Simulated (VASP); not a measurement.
Write the native input for VASP 6.6.1 that does the following.

| Quantity | Value |
| --- | --- |
| Task | single point |
| Functional | PBE |
| Potentials or basis | VASP PAW PBE potentials, release 64 (Mg, Se) |
| Cutoff | 600 eV |
| k mesh | 8 × 8 × 8 |
| Occupations | gaussian, width 0.02 eV |
| Spin | no spin polarisation |
| Dipole correction | no |
| Further INCAR settings | ALGO = Normal; EDIFF = 1e-06; NBANDS = 11 |

The structure of MgSe lies in POSCAR:

```
MgSe
1.0
    0.0000000000      2.8397050044      2.8397050044
    2.8397050044      0.0000000000      2.8397050044
    2.8397050044      2.8397050044      0.0000000000
Mg Se
1 1
Direct
    0.0000000000      0.0000000000      0.0000000000
    0.5000000000      0.5000000000      0.5000000000
```

This cell differs from its parent crystal: Te replaced by Se, lengths x 0.961, strained.

The input as run:

INCAR

```
PREC = Accurate
ENCUT = 600
EDIFF = 1E-6
ISMEAR = 0
SIGMA = 0.02
LREAL = False
LASPH = True
NELM = 120
ALGO = Normal
ISIF = 2
LWAVE = False
LCHARG = False
GGA = PE
NBANDS = 11
GGA_COMPAT = False
```

KPOINTS

```
regular mesh
0
Gamma
  8 8 8
```

Potentials or basis: VASP PAW PBE potentials, release 64 (Mg, Se).

The run is started by

```bash
$ cat potpaw_PBE.64/Mg/POTCAR potpaw_PBE.64/Se/POTCAR > POTCAR
$ mpirun -np 1 vasp_std > vasp.out
```

It gave:

- Pressure: -4.7 GPa
- Band gap on the k mesh: 1.59 eV (least direct gap 1.84 eV)

Caveat: the cell differs from its parent crystal (Te replaced by Se, lengths x 0.961, strained); the cell stands under tension.

Wall time 17 s on 1 thread of Intel(R) Xeon(R) Platinum 8375C CPU @ 2.90GHz (Ice Lake), on a shared host, peak memory 0.17 GiB.
